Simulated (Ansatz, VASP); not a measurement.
Bi2S3 in VASP and in Ansatz

```
Bi S
1.0
    11.19167    0.00000    0.00000
     0.00000    3.94002    0.00000
     0.00000    0.00000   11.04172
Bi S
8 12
Direct
  0.49210 0.25000 0.32461
  0.00790 0.75000 0.82461
  0.99210 0.25000 0.17539
  0.50790 0.75000 0.67539
  0.33416 0.75000 0.03154
  0.16584 0.25000 0.53154
  0.83416 0.75000 0.46846
  0.66584 0.25000 0.96846
  0.28165 0.25000 0.19544
  0.21835 0.75000 0.69544
  0.78165 0.25000 0.30456
  0.71835 0.75000 0.80456
  0.54973 0.75000 0.12972
  0.95027 0.25000 0.62972
  0.04973 0.75000 0.37028
  0.45027 0.25000 0.87028
  0.37669 0.75000 0.44417
  0.12331 0.25000 0.94417
  0.87669 0.75000 0.05583
  0.62331 0.25000 0.55583
```

Change from the starting cell: volume scaled by 0.96, ions relaxed.

Alike in both runs: functional PBE; k mesh 3 × 7 × 3; occupations fermi-dirac, width 0.02 eV; no spin polarisation.

Ansatz relaxed the structure, and its values are those at the end. VASP's run is a single point on that final structure, the one shown.

|  | VASP | Ansatz |
| --- | --- | --- |
| version | VASP 6.6.1 | Ansatz 0.2.0 |
| potentials or method | VASP PAW PBE potentials, release 64 (Bi_d, S) | plane-wave PAW, scalar-relativistic |
| plane-wave cutoff (eV) | 520 | 420 |
| valence electrons in the cell | 192 | 192 |

|  | VASP | Ansatz | Ansatz less VASP |
| --- | --- | --- | --- |
| gap on the k mesh at the Fermi level (eV) | 1.25 | 1.25 | -0.004 |
| pressure (GPa) | 2.6 | 2.7 | +0.08 |
| rms of the force components (eV/Å) | 0.007 | 0.002 | -0.0050 |

The functional is the same, so the differences come from potentials, cutoffs and numerics. Ansatz's warnings: stress scf threshold loose.

Neither program's run includes spin-orbit coupling.
